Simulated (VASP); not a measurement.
# Mg (P6_3/mmc) in VASP: a series of runs, part 2 of 2

VASP 6.6.1.

## Step 3: Single point, LDA (equal xx and yy strain of -2 %)

The input, INCAR:

```
PREC = Accurate
ENCUT = 520
EDIFF = 1E-6
ISMEAR = -1
SIGMA = 0.05
LREAL = False
LASPH = True
NELM = 80
ALGO = Normal
ISIF = 2
LWAVE = False
LCHARG = False
NBANDS = 9
```

The input, KPOINTS:

```
Automatic mesh
0
Gamma
  12 12 7
```

The input, POSCAR:

```
Mg
1.0
    3.1450861018      0.0000000000      0.0000000000
   -1.5725430509      2.7237244613      0.0000000000
    0.0000000000      0.0000000000      5.2103300000
Mg
2
Direct
    0.3333333333      0.6666666667      0.2500000000
    0.6666666667      0.3333333333      0.7500000000
```

Potentials or basis: VASP PAW LDA potentials, release 64 (Mg).

The run is started by

```
$ cat potpaw_LDA.64/Mg/POTCAR > POTCAR
$ mpirun -np 1 vasp_std > vasp.out
```

OUTCAR:

```text
PREC = Accurate
   ENCUT = 520
   EDIFF = 1E-6
   ISMEAR = -1
   LREAL = False
   LASPH = True
   NELM = 80
   ISIF = 2

 ion  position               nearest neighbor table
   1  0.333  0.667  0.250-   2 3.18   2 3.18   2 3.18   2 3.18   2 3.18   2 3.18
   2  0.667  0.333  0.750-   1 3.18   1 3.18   1 3.18   1 3.18   1 3.18   1 3.18

  LATTYP: Found a hexagonal cell.
 ALAT       =     3.1450861018
 C/A-ratio  =     1.6566573478

  Lattice vectors:

 A1 = (   3.1450861018,   0.0000000000,   0.0000000000)
 A2 = (  -1.5725430509,   2.7237244613,   0.0000000000)
[... 466 lines left out ...]
      4       5.0550      0.00000
      5       7.9612      0.00000
      6      10.3346      0.00000
      7      10.3523      0.00000
      8      12.1427      0.00000
      9      13.6339      0.00000

 [... further k-points ...]
[... 5 lines left out ...]
  --------------------------------------------------------------------------------------
  -------------------------------------------------------------------------------------
  Total       -0.2173541     -0.2173541     -0.8496510      0.0000000      0.0000000      0.0000000
  in kB       -7.8022086     -7.8022086    -30.4993250      0.0000000      0.0000000      0.0000000
  external PRESSURE =     -15.3679140 kB  Pullay stress =       0.0000000 kB

 VOLUME and BASIS-vectors are now :
 -----------------------------------------------------------------------------
  energy-cutoff  :      520.00
  volume of cell :       44.63
      direct lattice vectors                 reciprocal lattice vectors
     3.145086102  0.000000000  0.000000000     0.317956319  0.183572166  0.000000000
    -1.572543051  2.723724461  0.000000000     0.000000000  0.367144333  0.000000000
     0.000000000  0.000000000  5.210330000     0.000000000  0.000000000  0.191926423

 POSITION                                       TOTAL-FORCE (eV/Angst)
 -----------------------------------------------------------------------------------
     -0.00000      1.81582      1.30258        -0.000000      0.000000      0.000000
      1.57254      0.90791      3.90775         0.000000     -0.000000      0.000000
 -----------------------------------------------------------------------------------
    total drift:                                0.000000     -0.000000      0.000000

  FREE ENERGIE OF THE ION-ELECTRON SYSTEM (eV)
  ---------------------------------------------------
  free  energy   TOTEN  =        -3.6095442337 eV

  energy  without entropy=       -3.6014486438  energy(sigma->0) =       -3.60549644
```

OSZICAR:

```text
N       E                     dE             d eps       ncg     rms          rms(c)
DAV:   1    -0.982133066177E+00   -0.98213E+00   -0.12269E+03  1368   0.310E+02
DAV:   2    -0.359140856632E+01   -0.26093E+01   -0.25317E+01  1767   0.269E+01
DAV:   3    -0.363025809368E+01   -0.38850E-01   -0.38656E-01  1814   0.273E+00
DAV:   4    -0.363035295877E+01   -0.94865E-04   -0.94860E-04  1780   0.133E-01
DAV:   5    -0.363035322745E+01   -0.26869E-06   -0.26843E-06  1742   0.658E-03    0.944E-01
DAV:   6    -0.361878115997E+01    0.11572E-01   -0.69482E-04  1547   0.143E-01    0.600E-01
DAV:   7    -0.360955263722E+01    0.92285E-02   -0.23842E-03  1436   0.262E-01    0.306E-02
DAV:   8    -0.360954527844E+01    0.73588E-05   -0.17832E-05  1951   0.215E-02    0.650E-03
DAV:   9    -0.360954424076E+01    0.10377E-05   -0.60797E-07  1303   0.356E-03    0.585E-04
DAV:  10    -0.360954423373E+01    0.70259E-08   -0.81708E-09   848   0.474E-04
   1 F= -.36095442E+01 E0= -.36054964E+01  d E =-.809559E-02
```

stdout:

```text
POSCAR found type information on POSCAR Mg
 POSCAR found :  1 types and       2 ions
 scaLAPACK will be used
 LDA part: xc-table for (Slater(with rela. corr.)+CA(PZ))
 , standard interpolation
 POSCAR, INCAR and KPOINTS ok, starting setup
 FFT: planning ... GRIDC
 FFT: planning ... GRID_SOFT
 FFT: planning ... GRID
 WAVECAR not read
 entering main loop
```

Run time: 6.4 s. Hardware: 1 thread of Intel Xeon 6975P-C (Granite Rapids), shared host; peak memory 0.15 GiB.

What came out:

```yaml
Free_energy: -3.6095 eV
Pressure: -1.5 GPa
Band_gap_on_the_k_mesh: zero (band 2 reaches 3.67 eV, above the bottom of band 3 at 1.15 eV)
```

Levels at points of the mesh, in eV from the Fermi level:
| k point | band 1 | band 2 | band 3 | band 4 | band 5 | band 6 | band 7 |
| --- | --- | --- | --- | --- | --- | --- | --- |
| (0.00, 0.00, 0.00) | -7.01 | -1.77 | -1.44 | 11.30 | 11.30 | 11.45 | 11.45 |
| (0.50, 0.00, 0.00) | -2.09 | -2.07 | 2.70 | 3.07 | 3.20 | 3.68 | 7.19 |

Caveat: the cell differs from its parent crystal (equal xx and yy strain of -2 %).

## Step 4: Single point, LDA (volume scaled by 0.99)

The input, INCAR:

```
SYSTEM = Mg
PREC = Accurate
ENCUT = 520
EDIFF = 1E-7
ISMEAR = -1
SIGMA = 0.05
LREAL = .False.
LASPH = .True.
NELM = 80
ALGO = Normal
ISIF = 2
LWAVE = .False.
LCHARG = .False.
NBANDS = 9
```

The input, KPOINTS:

```
regular mesh
0
Gamma
  12 12 7
  0 0 0
```

The input, POSCAR:

```
Mg
1.0
    3.1985381027      0.0000000000      0.0000000000
   -1.5992690513      2.7700152519      0.0000000000
    0.0000000000      0.0000000000      5.1929040170
Mg
2
Direct
    0.3333333333      0.6666666667      0.2500000000
    0.6666666667      0.3333333333      0.7500000000
```

The run is started by

```
$ cat potpaw_LDA.64/Mg/POTCAR > POTCAR
$ mpirun -np 1 vasp_std > vasp.out
```

Wall time 6.6 s (1 thread of Intel Xeon 6975P-C (Granite Rapids), shared host); peak memory 0.15 GiB.

The run converged. Its results:

```
Free energy            : -3.5978 eV
Pressure               : -2.5 GPa
Band gap on the k mesh : zero (band 2 reaches 3.47 eV, above the bottom of band 3 at 1.18 eV)
```

Stress tensor (GPa, compression positive):
```
-2.24  0.00  0.00
 0.00 -2.24  0.00
 0.00  0.00 -3.13
```

Levels at points of the mesh, in eV from the Fermi level:
| k point | band 1 | band 2 | band 3 | band 4 | band 5 | band 6 | band 7 |
| --- | --- | --- | --- | --- | --- | --- | --- |
| (0.00, 0.00, 0.00) | -6.86 | -1.59 | -1.23 | 10.94 | 10.94 | 10.97 | 10.97 |
| (0.50, 0.00, 0.00) | -2.09 | -2.06 | 2.70 | 3.12 | 3.28 | 3.70 | 6.85 |

## Step 5: Single point, LDA (zz strain of -2 %)

The input, INCAR:

```
ALGO = Normal ; EDIFF = 1E-6
ENCUT = 520 ; ISIF = 2
ISMEAR = -1 ; LASPH = True
LCHARG = False ; LREAL = False
LWAVE = False ; NBANDS = 9
NELM = 60 ; PREC = Accurate
SIGMA = 0.05
```

The input, KPOINTS:

```
k-points
0
Gamma
  12 12 7
```

The input, POSCAR:

```
Mg
1.0
    3.2092715325      0.0000000000      0.0000000000
   -1.6046357662      2.7793106748      0.0000000000
    0.0000000000      0.0000000000      5.1061234000
Mg
2
Direct
    0.3333333333      0.6666666667      0.2500000000
    0.6666666667      0.3333333333      0.7500000000
```

Potentials or basis: VASP PAW LDA potentials, release 64 (Mg).

The run is started by

```
$ cat potpaw_LDA.64/Mg/POTCAR > POTCAR
$ mpirun -np 1 vasp_std > vasp.out
```

OUTCAR:

```text
EDIFF = 1E-6
   ENCUT = 520
   ISIF = 2
   ISMEAR = -1
   LASPH = True
   LREAL = False
   NELM = 60
   PREC = Accurate

 ion  position               nearest neighbor table
   1  0.333  0.667  0.250-   2 3.15   2 3.15   2 3.15   2 3.15   2 3.15   2 3.15
   2  0.667  0.333  0.750-   1 3.15   1 3.15   1 3.15   1 3.15   1 3.15   1 3.15

  LATTYP: Found a hexagonal cell.
 ALAT       =     3.2092715325
 C/A-ratio  =     1.5910537168

  Lattice vectors:

 A1 = (   3.2092715325,   0.0000000000,   0.0000000000)
 A2 = (  -1.6046357662,   2.7793106748,   0.0000000000)
 A3 = (   0.0000000000,   0.0000000000,   5.1061234000)

[... 468 lines left out ...]
      8      11.7912      0.00000
      9      13.1629      0.00000

 [... further k-points ...]
[... 5 lines left out ...]
  --------------------------------------------------------------------------------------
  -------------------------------------------------------------------------------------
  Total       -0.6435712     -0.6435712     -0.5995560     -0.0000000     -0.0000000      0.0000000
  in kB      -22.6397867    -22.6397867    -21.0914033     -0.0000000     -0.0000000      0.0000000
  external PRESSURE =     -22.1236589 kB  Pullay stress =       0.0000000 kB

 VOLUME and BASIS-vectors are now :
 -----------------------------------------------------------------------------
  energy-cutoff  :      520.00
  volume of cell :       45.54
      direct lattice vectors                 reciprocal lattice vectors
     3.209271532  0.000000000  0.000000000     0.311597193  0.179900723  0.000000000
    -1.604635766  2.779310675  0.000000000     0.000000000  0.359801446  0.000000000
     0.000000000  0.000000000  5.106123400     0.000000000  0.000000000  0.195843289

 POSITION                                       TOTAL-FORCE (eV/Angst)
 -----------------------------------------------------------------------------------
     -0.00000      1.85287      1.27653         0.000000      0.000000      0.000000
      1.60464      0.92644      3.82959        -0.000000      0.000000      0.000000
 -----------------------------------------------------------------------------------
    total drift:                                0.000000     -0.000000      0.000000

  FREE ENERGIE OF THE ION-ELECTRON SYSTEM (eV)
  ---------------------------------------------------
  free  energy   TOTEN  =        -3.6062299831 eV

  energy  without entropy=       -3.6000374364  energy(sigma->0) =       -3.60313371
```

OSZICAR:

```text
N       E                     dE             d eps       ncg     rms          rms(c)
DAV:   1    -0.853772172020E+00   -0.85377E+00   -0.13285E+03  1368   0.318E+02
DAV:   2    -0.358327800568E+01   -0.27295E+01   -0.25997E+01  1801   0.280E+01
DAV:   3    -0.362685287072E+01   -0.43575E-01   -0.43493E-01  1827   0.281E+00
DAV:   4    -0.362698147094E+01   -0.12860E-03   -0.12858E-03  1722   0.145E-01
DAV:   5    -0.362698181797E+01   -0.34703E-06   -0.34694E-06  1795   0.766E-03    0.948E-01
DAV:   6    -0.361548450132E+01    0.11497E-01   -0.71673E-04  1567   0.148E-01    0.602E-01
DAV:   7    -0.360623778207E+01    0.92467E-02   -0.24800E-03  1448   0.270E-01    0.310E-02
DAV:   8    -0.360623111125E+01    0.66708E-05   -0.16521E-05  1977   0.211E-02    0.677E-03
DAV:   9    -0.360622998642E+01    0.11248E-05   -0.62952E-07  1307   0.357E-03    0.605E-04
DAV:  10    -0.360622998314E+01    0.32808E-08   -0.78015E-09   829   0.457E-04
   1 F= -.36062300E+01 E0= -.36031337E+01  d E =-.619255E-02
```

stdout:

```text
POSCAR found type information on POSCAR Mg
 POSCAR found :  1 types and       2 ions
 scaLAPACK will be used
 LDA part: xc-table for (Slater(with rela. corr.)+CA(PZ))
 , standard interpolation
 POSCAR, INCAR and KPOINTS ok, starting setup
 FFT: planning ... GRIDC
 FFT: planning ... GRID_SOFT
 FFT: planning ... GRID
 WAVECAR not read
 entering main loop
```

Wall time 6.5 s (1 thread of Intel Xeon 6975P-C (Granite Rapids), shared host); peak memory 0.15 GiB.

What came out:

```
Free energy            : -3.6062 eV
Pressure               : -2.2 GPa
Band gap on the k mesh : zero (band 2 reaches 3.46 eV, above the bottom of band 3 at 1.43 eV)
```

Stress tensor (GPa, compression positive):
```
-2.26  0.00  0.00
 0.00 -2.26  0.00
 0.00  0.00 -2.11
```

Levels at points of the mesh, in eV from the Fermi level:
```
           k point  band 1  band 2  band 3  band 4  band 5
(0.00, 0.00, 0.00)   -6.89   -1.49   -1.02   10.80   10.80
(0.50, 0.00, 0.00)   -2.16   -2.11    2.76    3.18    3.46
```

Caveat: the cell differs from its parent crystal (zz strain of -2 %).

## Step 6: Summary

```tsv
cell	gap on the mesh (eV)	pressure (GPa)
a = 3.166, b = 3.166, c = 5.140 Å, angles 90.0, 90.0, 120.0°, 2 atoms	none	-1.5
a = 3.145, b = 3.145, c = 5.210 Å, angles 90.0, 90.0, 120.0°, 2 atoms	none	-1.5
a = 3.199, b = 3.199, c = 5.193 Å, angles 90.0, 90.0, 120.0°, 2 atoms	none	-2.5
a = 3.209, b = 3.209, c = 5.106 Å, angles 90.0, 90.0, 120.0°, 2 atoms	none	-2.2
```

Alike in all rows: task single point; level LDA; potentials or basis VASP PAW LDA potentials, release 64 (Mg); no spin polarisation; k mesh 12 × 12 × 7; cutoff (eV) 520; smearing fermi-dirac 0.05 eV.

Absolute energies hang on the potentials; compare differences alone.
